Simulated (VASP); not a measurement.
# SiNi2 (Pnma) in VASP: notebook

SiNi2 is run at these levels: PBE, PBE+U, revPBE; tasks: single point.

Everything below comes from runs of VASP 6.6.1. Logs are shortened: lines on timing, memory, paths and dates and some standing lists are left out, and cuts for length are marked.

## (1) The cell of the first run

It takes space group Pnma (No. 62, orthorhombic). The conventional cell has a = 4.890 Å, b = 3.720 Å, c = 7.030 Å, α = 90.00°, β = 90.00°, γ = 90.00°. Within 3.0 Å of Ni (site symmetry m) lie 5 Si at 2.30 to 2.64 Å and 8 Ni at 2.55 to 2.68 Å. Within 3.1 Å of Ni (site symmetry m) lie 5 Si at 2.32 to 2.56 Å and 8 Ni at 2.51 to 2.68 Å. Si (site symmetry m) has 10 Ni at 2.30 to 2.64 Å within 3.0 Å.

## (2) Single point, PBE, collinear spin, ferromagnetic start

INCAR

```
SYSTEM = SiNi2
PREC = Accurate
ENCUT = 520
EDIFF = 1E-6
ISMEAR = -1
SIGMA = 0.05
LREAL = .FALSE.
LASPH = .TRUE.
NELM = 150
ALGO = Normal
ISIF = 2
LWAVE = .FALSE.
LCHARG = .TRUE.
ISPIN = 2
MAGMOM = 1 1 1 1 1 1 1 1 0 0 0 0
LORBIT = 11
LMAXMIX = 4
GGA = PE
LELF = .TRUE.
LVHAR = .TRUE.
NBANDS = 64
```

KPOINTS

```
regular mesh
0
G
  5 5 3
  0 0 0
```

POSCAR

```
SiNi2
1.0
    4.8902000000      0.0000000000      0.0000000000
    0.0000000000      3.7200000000      0.0000000000
    0.0000000000      0.0000000000      7.0300000000
Ni Si
8 4
Direct
    0.3268667023      0.7500000000      0.9392336641
    0.6731332977      0.2500000000      0.0607663359
    0.1731332977      0.2500000000      0.4392336641
    0.8268667023      0.7500000000      0.5607663359
    0.4587070470      0.7500000000      0.2910735376
    0.5412929530      0.2500000000      0.7089264624
    0.0412929530      0.2500000000      0.7910735376
    0.9587070470      0.7500000000      0.2089264624
    0.7931493297      0.7500000000      0.8874674946
    0.2068506703      0.2500000000      0.1125325054
    0.7068506703      0.2500000000      0.3874674946
    0.2931493297      0.7500000000      0.6125325054
```

Potentials or basis: VASP PAW PBE potentials, release 64 (Ni, Si).

Launch:

```sh
$ cat potpaw_PBE.64/Ni/POTCAR potpaw_PBE.64/Si/POTCAR > POTCAR
$ mpirun -np 1 vasp_std > vasp.out
```

OUTCAR:

```text
SYSTEM = SiNi2
   PREC = Accurate
   ENCUT = 520
   EDIFF = 1E-6
   ISMEAR = -1
   LREAL = .FALSE.
   LASPH = .TRUE.
   NELM = 150
   ISIF = 2
   ISPIN = 2
   LORBIT = 11
   GGA = PE

 ion  position               nearest neighbor table
   1  0.327  0.750  0.939-  10 2.30  10 2.30  12 2.30   9 2.31   7 2.55   7 2.55   5 2.56   8 2.61
                             9 2.64   2 2.66   2 2.66   6 2.68   6 2.68
   2  0.673  0.250  0.061-   9 2.30   9 2.30  11 2.30  10 2.31   8 2.55   8 2.55   6 2.56   7 2.61
                            10 2.64   1 2.66   1 2.66   5 2.68   5 2.68
   3  0.173  0.250  0.439-  12 2.30  12 2.30  10 2.30  11 2.31   5 2.55   5 2.55   7 2.56   6 2.61
                            11 2.64   4 2.66   4 2.66   8 2.68   8 2.68
   4  0.827  0.750  0.561-  11 2.30  11 2.30   9 2.30  12 2.31   6 2.55   6 2.55   8 2.56   5 2.61
                            12 2.64   3 2.66   3 2.66   7 2.68   7 2.68
   5  0.459  0.750  0.291-  11 2.32  11 2.32  12 2.40   8 2.51   8 2.51   3 2.55   3 2.55   1 2.56
                            10 2.56  10 2.56   4 2.61   2 2.68   2 2.68
   6  0.541  0.250  0.709-  12 2.32  12 2.32  11 2.40   7 2.51   7 2.51   4 2.55   4 2.55   2 2.56
                             9 2.56   9 2.56   3 2.61   1 2.68   1 2.68
   7  0.041  0.250  0.791-   9 2.32   9 2.32  10 2.40   6 2.51   6 2.51   1 2.55   1 2.55   3 2.56
                            12 2.56  12 2.56   2 2.61   4 2.68   4 2.68
   8  0.959  0.750  0.209-  10 2.32  10 2.32   9 2.40   5 2.51   5 2.51   2 2.55   2 2.55   4 2.56
                            11 2.56  11 2.56   1 2.61   3 2.68   3 2.68
   9  0.793  0.750  0.887-   2 2.30   2 2.30   4 2.30   1 2.31   7 2.32   7 2.32   8 2.40   6 2.56
                             6 2.56   1 2.64  12 3.12  12 3.12
  10  0.207  0.250  0.113-   1 2.30   1 2.30   3 2.30   2 2.31   8 2.32   8 2.32   7 2.40   5 2.56
                             5 2.56   2 2.64  11 3.12  11 3.12
  11  0.707  0.250  0.387-   4 2.30   4 2.30   2 2.30   3 2.31   5 2.32   5 2.32   6 2.40   8 2.56
                             8 2.56   3 2.64  10 3.12  10 3.12
  12  0.293  0.750  0.613-   3 2.30   3 2.30   1 2.30   4 2.31   6 2.32   6 2.32   5 2.40   7 2.56
                             7 2.56   4 2.64   9 3.12   9 3.12

  LATTYP: Found a simple orthorhombic cell.
 ALAT       =     3.7200000000
 B/A-ratio  =     1.3145698925
 C/A-ratio  =     1.8897849462

  Lattice vectors:

 A1 = (   0.0000000000,  -3.7200000000,   0.0000000000)
 A2 = (   4.8902000000,   0.0000000000,   0.0000000000)
 A3 = (   0.0000000000,   0.0000000000,   7.0300000000)

Analysis of symmetry for initial positions (statically):
=====================================================================
 Subroutine PRICEL returns:
 Original cell was already a primitive cell.

 Routine SETGRP: Setting up the symmetry group for a
 simple orthorhombic supercell.

 Subroutine GETGRP returns: Found  8 space group operations
 (whereof  2 operations were pure point group operations)
[... 1342 lines left out ...]
  band No.  band energies     occupation
      1      -1.3497      1.00000
      2       1.2203      1.00000
      3       1.3518      1.00000
      4       3.3492      1.00000
      5       4.8397      1.00000
      6       5.2626      1.00000
[... 1123 lines left out ...]
     59      17.1827      0.00000
     60      17.4777      0.00000
 [bands above 60 left out]

------------------------ aborting loop because EDIFF is reached ----------------------------------------

  FORCE on cell =-STRESS in cart. coord.  units (eV):
  Direction    XX          YY          ZZ          XY          YZ          ZX
  --------------------------------------------------------------------------------------
  -------------------------------------------------------------------------------------
  Total        6.1107797      5.5211024      5.5179409      0.0000000      0.0000000      0.0000000
  in kB       76.5565442     69.1689996     69.1293925      0.0000000      0.0000000      0.0000000
  external PRESSURE =      71.6183121 kB  Pullay stress =       0.0000000 kB

 VOLUME and BASIS-vectors are now :
 -----------------------------------------------------------------------------
  energy-cutoff  :      520.00
  volume of cell :      127.89
      direct lattice vectors                 reciprocal lattice vectors
     4.890200000  0.000000000  0.000000000     0.204490614  0.000000000  0.000000000
     0.000000000  3.720000000  0.000000000     0.000000000  0.268817204  0.000000000
     0.000000000  0.000000000  7.030000000     0.000000000  0.000000000  0.142247511

 POSITION                                       TOTAL-FORCE (eV/Angst)
 -----------------------------------------------------------------------------------
      1.59844      2.79000      6.60281        -0.003887      0.000000      0.007901
      3.29176      0.93000      0.42719         0.003887      0.000000     -0.007901
      0.84666      0.93000      3.08781         0.003887     -0.000000      0.007901
      4.04354      2.79000      3.94219        -0.003887      0.000000     -0.007901
      2.24317      2.79000      2.04625        -0.018584     -0.000000     -0.004194
      2.64703      0.93000      4.98375         0.018584     -0.000000      0.004194
      0.20193      0.93000      5.56125         0.018584     -0.000000     -0.004194
      4.68827      2.79000      1.46875        -0.018584     -0.000000      0.004194
      3.87866      2.79000      6.23890        -0.007793      0.000000     -0.009417
      1.01154      0.93000      0.79110         0.007793      0.000000      0.009417
      3.45664      0.93000      2.72390         0.007793     -0.000000     -0.009417
      1.43356      2.79000      4.30610        -0.007793     -0.000000      0.009417
 -----------------------------------------------------------------------------------
    total drift:                                0.000000     -0.000000      0.000000

  FREE ENERGIE OF THE ION-ELECTRON SYSTEM (eV)
  ---------------------------------------------------
  free  energy   TOTEN  =       -71.9847142747 eV

  energy  without entropy=      -71.9345239484  energy(sigma->0) =      -71.95961911

 total charge

# of ion       s       p       d       tot
------------------------------------------
    1        0.488   0.616   8.493   9.597
    2        0.488   0.616   8.493   9.597
    3        0.488   0.616   8.493   9.597
    4        0.488   0.616   8.493   9.597
    5        0.459   0.580   8.475   9.514
    6        0.459   0.580   8.475   9.514
    7        0.459   0.580   8.475   9.514
    8        0.459   0.580   8.475   9.514
    9        0.728   0.901   0.000   1.629
   10        0.728   0.901   0.000   1.629
   11        0.728   0.901   0.000   1.629
   12        0.728   0.901   0.000   1.629
--------------------------------------------------
tot          6.697   8.390  67.872  82.959

 magnetization (x)

# of ion       s       p       d       tot
------------------------------------------
    1        0.000   0.000  -0.000  -0.000
    2        0.000   0.000  -0.000  -0.000
    3        0.000   0.000  -0.000  -0.000
    4        0.000   0.000  -0.000  -0.000
    5        0.000   0.000  -0.000  -0.000
    6        0.000   0.000  -0.000  -0.000
    7        0.000   0.000  -0.000  -0.000
    8        0.000   0.000  -0.000  -0.000
    9        0.000   0.000   0.000   0.000
   10        0.000   0.000   0.000   0.000
   11        0.000   0.000   0.000   0.000
   12        0.000   0.000   0.000   0.000
--------------------------------------------------
tot          0.000   0.000  -0.000  -0.000
```

OSZICAR:

```text
N       E                     dE             d eps       ncg     rms          rms(c)
DAV:   1     0.753807683739E+03    0.75381E+03   -0.40686E+04  4608   0.197E+03
DAV:   2     0.267411047095E+01   -0.75113E+03   -0.71165E+03  4608   0.419E+02
DAV:   3    -0.788376623574E+02   -0.81512E+02   -0.74892E+02  4816   0.162E+02
DAV:   4    -0.818866169143E+02   -0.30490E+01   -0.30104E+01  5424   0.316E+01
DAV:   5    -0.819774783172E+02   -0.90861E-01   -0.90814E-01  5608   0.474E+00    0.362E+01
DAV:   6    -0.845323126057E+02   -0.25548E+01   -0.14771E+02  5392   0.129E+02    0.328E+01
DAV:   7    -0.717846833667E+02    0.12748E+02   -0.46641E+01  5208   0.810E+01    0.813E+00
DAV:   8    -0.733402649170E+02   -0.15556E+01   -0.74657E+00  6352   0.512E+01    0.132E+01
DAV:   9    -0.720611788938E+02    0.12791E+01   -0.25490E+00  5680   0.448E+01    0.328E+00
DAV:  10    -0.719820804978E+02    0.79098E-01   -0.47321E-01  5800   0.846E+00    0.108E+00
DAV:  11    -0.719866065211E+02   -0.45260E-02   -0.10346E-01  5432   0.232E+00    0.554E-01
DAV:  12    -0.719850651727E+02    0.15413E-02   -0.35305E-03  5192   0.372E-01    0.280E-01
DAV:  13    -0.719847054773E+02    0.35970E-03   -0.82478E-04  6000   0.320E-01    0.118E-01
DAV:  14    -0.719847151801E+02   -0.97028E-05   -0.20653E-04  5944   0.176E-01    0.459E-02
DAV:  15    -0.719847167443E+02   -0.15642E-05   -0.31218E-05  5064   0.474E-02    0.229E-02
DAV:  16    -0.719847150137E+02    0.17306E-05   -0.33344E-06  4520   0.243E-02    0.122E-02
DAV:  17    -0.719847142747E+02    0.73896E-06   -0.30482E-06  3728   0.136E-02
   1 F= -.71984714E+02 E0= -.71959619E+02  d E =-.501903E-01  mag=    -0.0006
```

stdout:

```text
POSCAR found type information on POSCAR NiSi
 POSCAR found :  2 types and      12 ions
 scaLAPACK will be used
 LDA part: xc-table for (Slater+PW92), standard interpolation
 POSCAR, INCAR and KPOINTS ok, starting setup
 FFT: planning ... GRIDC
 FFT: planning ... GRID_SOFT
 FFT: planning ... GRID
 WAVECAR not read
 entering main loop
```

Wall time 2.7 min (1 thread of Intel Xeon 6975P-C (Granite Rapids), shared host); peak memory 0.38 GiB.

Results:

- Free energy: -71.9847 eV
- Pressure: 7.2 GPa
- Largest force: 0.019 eV/Å
- Band gap on the k mesh: zero (filled and empty bands overlap)
- Net moment: 0.00 μB per cell
- Valence electrons inside the program's atomic spheres: Ni 9.60, 9.51; Si 1.63

Forces in eV/Å, atoms in the order of the input:
```
Ni  -0.004  0.000  0.008
Ni   0.004  0.000 -0.008
Ni   0.004  0.000  0.008
Ni  -0.004  0.000 -0.008
Ni  -0.019  0.000 -0.004
Ni   0.019  0.000  0.004
Ni   0.019  0.000 -0.004
Ni  -0.019  0.000  0.004
Si  -0.008  0.000 -0.009
Si   0.008  0.000  0.009
Si   0.008  0.000 -0.009
Si  -0.008  0.000  0.009
```

Stress tensor (GPa, compression positive):
```
7.66 0.00 0.00
0.00 6.92 0.00
0.00 0.00 6.91
```

Levels at points of the mesh, in eV from the Fermi level:
Spin up:
| k point | band 46 | band 47 | band 48 | band 49 | band 50 | band 51 |
| --- | --- | --- | --- | --- | --- | --- |
| (0.00, 0.00, 0.00) | -0.95 | -0.61 | -0.12 | 0.76 | 0.99 | 1.69 |
Spin down:
```tsv
k point	band 46	band 47	band 48	band 49	band 50	band 51
(0.00, 0.00, 0.00)	-0.95	-0.61	-0.12	0.76	0.99	1.69
```

## (3) Single point, PBE, collinear spin, ferromagnetic start

This run uses another cell than the first one, of 10.87 Å³/atom, 1.020 times its volume.

INCAR

```
SYSTEM = SiNi2
PREC = Accurate
ENCUT = 520
EDIFF = 1E-7
ISMEAR = -1
SIGMA = 0.05
LREAL = .False.
LASPH = .True.
NELM = 150
ALGO = Normal
ISIF = 2
LWAVE = .False.
LCHARG = .False.
ISPIN = 2
MAGMOM = 1 1 1 1 1 1 1 1 0 0 0 0
LORBIT = 11
LMAXMIX = 4
GGA = PE
NBANDS = 64
```

KPOINTS

```
regular mesh
0
Gamma
  5 5 3
  0 0 0
```

POSCAR

```
SiNi2
1.0
    4.9900000000      0.0000000000      0.0000000000
    0.0000000000      3.7200000000      0.0000000000
    0.0000000000      0.0000000000      7.0300000000
Ni Si
8 4
Direct
    0.3291098323      0.7500000000      0.9393076204
    0.6708901677      0.2500000000      0.0606923796
    0.1708901677      0.2500000000      0.4393076204
    0.8291098323      0.7500000000      0.5606923796
    0.4599013588      0.7500000000      0.2937141430
    0.5400986412      0.2500000000      0.7062858570
    0.0400986412      0.2500000000      0.7937141430
    0.9599013588      0.7500000000      0.2062858570
    0.7882185115      0.7500000000      0.8864544493
    0.2117814885      0.2500000000      0.1135455507
    0.7117814885      0.2500000000      0.3864544493
    0.2882185115      0.7500000000      0.6135455507
```

Potentials or basis: VASP PAW PBE potentials, release 64 (Ni, Si).

Launch:

```sh
$ cat potpaw_PBE.64/Ni/POTCAR potpaw_PBE.64/Si/POTCAR > POTCAR
$ mpirun -np 1 vasp_std > vasp.out
```

Wall time 3.1 min (1 thread of Intel Xeon 6975P-C (Granite Rapids), shared host); peak memory 0.4 GiB.

It converged, with:

```
Free energy                                           : -72.0627 eV
Pressure                                              : 3.2 GPa
Largest force                                         : 0.012 eV/Å
Band gap on the k mesh                                : zero (filled and empty bands overlap)
Net moment                                            : 0.00 μB per cell
Valence electrons inside the program's atomic spheres : Ni 9.57, 9.46; Si 1.62
```

Forces on the atoms (eV/Å):
```
Ni  -0.002  0.000  0.001
Ni   0.002  0.000 -0.001
Ni   0.002  0.000  0.001
Ni  -0.002  0.000 -0.001
Ni  -0.010  0.000 -0.008
Ni   0.010  0.000  0.008
Ni   0.010  0.000 -0.008
Ni  -0.010  0.000  0.008
Si  -0.008  0.000  0.001
Si   0.008  0.000 -0.001
Si   0.008  0.000  0.001
Si  -0.008  0.000 -0.001
```

Stress tensor (GPa, compression positive):
```
2.20 0.00 0.00
0.00 3.62 0.00
0.00 0.00 3.82
```

Levels at points of the mesh, in eV from the Fermi level:
Spin up:
| k point | band 44 | band 45 | band 46 | band 47 | band 48 | band 49 | band 50 | band 51 | band 52 | band 53 |
| --- | --- | --- | --- | --- | --- | --- | --- | --- | --- | --- |
| (0.00, 0.00, 0.00) | -1.11 | -0.97 | -0.94 | -0.61 | -0.21 | 0.68 | 0.90 | 1.87 | 2.33 | 2.49 |
Spin down:
| k point | band 46 | band 47 | band 48 | band 49 | band 50 | band 51 |
| --- | --- | --- | --- | --- | --- | --- |
| (0.00, 0.00, 0.00) | -0.94 | -0.61 | -0.21 | 0.68 | 0.90 | 1.87 |

## (4) Single point, PBE, collinear spin, ferromagnetic start

This run uses another cell than the first one, of 10.77 Å³/atom, 1.010 times its volume.

INCAR

```
SYSTEM = SiNi2
PREC = Accurate ; ENCUT = 520
EDIFF = 1E-6 ; ISMEAR = -1
SIGMA = 0.05 ; LREAL = .FALSE.
LASPH = .TRUE. ; NELM = 150
ALGO = Fast ; ISIF = 2
LWAVE = .FALSE. ; LCHARG = .FALSE.
ISPIN = 2 ; MAGMOM = 1 1 1 1 1 1 1 1 0 0 0 0
LORBIT = 11 ; LMAXMIX = 4
GGA = PE ; NBANDS = 64
```

KPOINTS

```
regular mesh
0
G
  5 5 3
  0 0 0
```

POSCAR

```
SiNi2
1.0
    4.9401000000      0.0000000000      0.0000000000
    0.0000000000      3.7200000000      0.0000000000
    0.0000000000      0.0000000000      7.0300000000
Ni Si
8 4
Direct
    0.3279634120      0.7500000000      0.9394261279
    0.6720365880      0.2500000000      0.0605738721
    0.1720365880      0.2500000000      0.4394261279
    0.8279634120      0.7500000000      0.5605738721
    0.4590479340      0.7500000000      0.2924685353
    0.5409520660      0.2500000000      0.7075314647
    0.0409520660      0.2500000000      0.7924685353
    0.9590479340      0.7500000000      0.2075314647
    0.7906643047      0.7500000000      0.8868087155
    0.2093356953      0.2500000000      0.1131912845
    0.7093356953      0.2500000000      0.3868087155
    0.2906643047      0.7500000000      0.6131912845
```

Launch:

```sh
$ cat potpaw_PBE.64/Ni/POTCAR potpaw_PBE.64/Si/POTCAR > POTCAR
$ mpirun -np 1 vasp_std > vasp.out
```

Run time: 9 min. Hardware: 1 thread of Intel Xeon Platinum 8375C at 2.90GHz (Ice Lake), shared host; peak memory 0.4 GiB.

It converged, with:

| Item | Value |
| --- | --- |
| Free energy | -72.0348 eV |
| Pressure | 5.1 GPa |
| Largest force | 0.013 eV/Å |
| Band gap on the k mesh | zero (filled and empty bands overlap) |
| Net moment | 0.00 μB per cell |
| Valence electrons inside the program's atomic spheres | Ni 9.58, 9.49; Si 1.63 |

Forces in eV/Å, atoms in the order of the input:
```
Ni  -0.002  0.000 -0.001
Ni   0.002  0.000  0.001
Ni   0.002  0.000 -0.001
Ni  -0.002  0.000  0.001
Ni  -0.009  0.000 -0.010
Ni   0.009  0.000  0.010
Ni   0.009  0.000 -0.010
Ni  -0.009  0.000  0.010
Si  -0.006  0.000 -0.003
Si   0.006  0.000  0.003
Si   0.006  0.000 -0.003
Si  -0.006  0.000  0.003
```

Stress tensor (GPa, compression positive):
```
4.70 0.00 0.00
0.00 5.24 0.00
0.00 0.00 5.35
```

Levels at points of the mesh, in eV from the Fermi level:
Spin up:
```csv
k point,band 46,band 47,band 48,band 49,band 50,band 51
"(0.00, 0.00, 0.00)",-0.95,-0.61,-0.17,0.72,0.94,1.78
```
Spin down:
| k point | band 46 | band 47 | band 48 | band 49 | band 50 | band 51 |
| --- | --- | --- | --- | --- | --- | --- |
| (0.00, 0.00, 0.00) | -0.95 | -0.61 | -0.17 | 0.72 | 0.94 | 1.78 |

[end of part 1 of 2]
